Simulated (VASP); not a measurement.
GaAs:

```
CELL_PARAMETERS angstrom
4.24976 0.00000 0.00000
-2.12488 3.68040 0.00000
0.00000 0.00000 5.77324
ATOMIC_POSITIONS crystal
Ga 0.33333 0.66667 0.25000
Ga 0.66667 0.33333 0.75000
As 0.66667 0.33333 0.25000
As 0.33333 0.66667 0.75000
```

Program: VASP 6.6.1. Alike in all runs: task single point; no spin polarisation; cell as given; k mesh 6 × 6 × 4; cutoff (eV) 520; smearing fermi-dirac 0.02 eV.

Order these runs on this cell by their pressure, lowest first.
A. level r2SCAN; potentials or basis VASP PAW PBE potentials, release 64 (Ga_d, As)
B. level LDA; potentials or basis VASP PAW LDA potentials, release 64 (Ga_d, As)
C. level PBE; potentials or basis VASP PAW PBE potentials, release 64 (Ga_d, As)

B (-2.3 GPa), A (0.1 GPa), C (2.6 GPa).

Caveats: the PAW data sets were made with another functional, which shifts forces and pressure a little (some runs).
